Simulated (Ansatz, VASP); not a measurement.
# Two plane-wave programs on NaCaCeBiO6

```
Na Ca Ce Bi O
1.0
     5.89613    0.00000    0.00000
     0.00000    5.89613    0.00000
     0.00000    0.00000    8.64216
Na Ca Ce Bi O
2 2 2 2 12
Direct
  0.50000 0.00000 0.25000
  0.00000 0.50000 0.75000
  0.00000 0.50000 0.25000
  0.50000 0.00000 0.75000
  0.00000 0.00000 0.50000
  0.50000 0.50000 0.00000
  0.00000 0.00000 0.00000
  0.50000 0.50000 0.50000
  0.00000 0.00000 0.24533
  0.50000 0.50000 0.25467
  0.00000 0.00000 0.75467
  0.50000 0.50000 0.74533
  0.32131 0.16640 0.98349
  0.67869 0.83360 0.98349
  0.83360 0.32131 0.01651
  0.16640 0.67869 0.01651
  0.82131 0.33360 0.48349
  0.17869 0.66640 0.48349
  0.33360 0.17869 0.51651
  0.66640 0.82131 0.51651
```

Alike in both runs: task electric field gradients; functional PBE; k mesh 4 × 4 × 3; occupations fermi-dirac, width 0.02 eV; no spin polarisation.

|  | VASP | Ansatz |
| --- | --- | --- |
| version | VASP 6.6.1 | Ansatz 0.2.0 |
| potentials or method | VASP PAW PBE potentials, release 64 (Na_pv, Ca_sv, Ce, Bi_d, O) | plane-wave PAW, scalar-relativistic |
| plane-wave cutoff (eV) | 520 | 420 |
| valence electrons in the cell | 160 | 164 |

VASP gave:

| Quantity | Value |
| --- | --- |
| gap on the k mesh at the Fermi level (eV) | 1.56 |
| pressure (GPa) | -0.5 |
| traceless stress, the component that is largest in VASP (GPa) | -0.34 |
| rms of the force components (eV/Å) | 0.057 |
| size of Vzz on the site where it differs most (V/Å²) | 14.2 |

Which values does Ansatz return?

gap on the k mesh at the Fermi level (eV): 1.57; pressure (GPa): -0.6; traceless stress, the component that is largest in VASP (GPa): -0.38; rms of the force components (eV/Å): 0.071; size of Vzz on the site where it differs most (V/Å²): 9.8.

Atom by atom the forces differ by 0.015 eV/Å (rms over components). VASP's potentials hold 160 valence electrons a cell and Ansatz's 164, so a difference there can come from the potentials and not from the codes.

Neither program's run includes spin-orbit coupling.
